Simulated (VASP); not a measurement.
A run of VASP 6.6.1 is set up as follows.

POSCAR

```
CdS
1.0
    0.0000000000      2.9429534600      2.9429534600
    2.9429534600      0.0000000000      2.9429534600
    2.9429534600      2.9429534600      0.0000000000
Cd S
1 1
Direct
    0.0000000000      0.0000000000      0.0000000000
    0.7500000000      0.7500000000      0.7500000000
```

INCAR.step1

```
SYSTEM = CdS
  PREC = Accurate
  ENCUT = 600
  ISMEAR = 0
  SIGMA = 0.02
  LREAL = .False.
  LASPH = .True.
  NELM = 100
  GGA = PE
  ALGO = Normal
  EDIFF = 1E-4
  LWAVE = .True.
  LCHARG = .False.
```

INCAR.step2

```
SYSTEM = CdS
  PREC = Accurate
  ENCUT = 600
  EDIFF = 1E-7
  ISMEAR = 0
  SIGMA = 0.02
  LREAL = .False.
  LASPH = .True.
  NELM = 100
  ALGO = Normal
  ISIF = 3
  LWAVE = .False.
  LCHARG = .False.
  METAGGA = R2SCAN
  LMIXTAU = .True.
  IBRION = 2
  NSW = 100
  EDIFFG = -0.002
  ISTART = 1
```

KPOINTS

```
Automatic mesh
0
Gamma
  8 8 8
  0 0 0
```

Potentials or basis: VASP PAW PBE potentials, release 64 (Cd, S).

The run is started by

```sh
$ cat potpaw_PBE.64/Cd/POTCAR potpaw_PBE.64/S/POTCAR > POTCAR
$ cp INCAR.step1 INCAR
$ mpirun -np 1 vasp_std > vasp.out
$ cp INCAR.step2 INCAR
$ mpirun -np 1 vasp_std > vasp.out
```

Task: What does it give for the relaxed volume?

Result: 25.50 Å³/atom.

Task: Estimate the space group after relaxing (to 0.05 Å).

Result: F-43m (No. 216).

Task: Predict the relaxed cell.

Result: a = 4.162 Å, b = 4.162 Å, c = 4.162 Å, α = 60.00°, β = 60.00°, γ = 60.00°.

Final structure:
```
Cd S
1.0
     0.00000    2.94326    2.94326
     2.94326    0.00000    2.94326
     2.94326    2.94326    0.00000
Cd S
1 1
Cartesian
  2.9433 0.0000 2.9433
  4.4149 4.4149 4.4149
```

Caveat: the PAW data sets were made with another functional, which shifts forces and pressure a little.
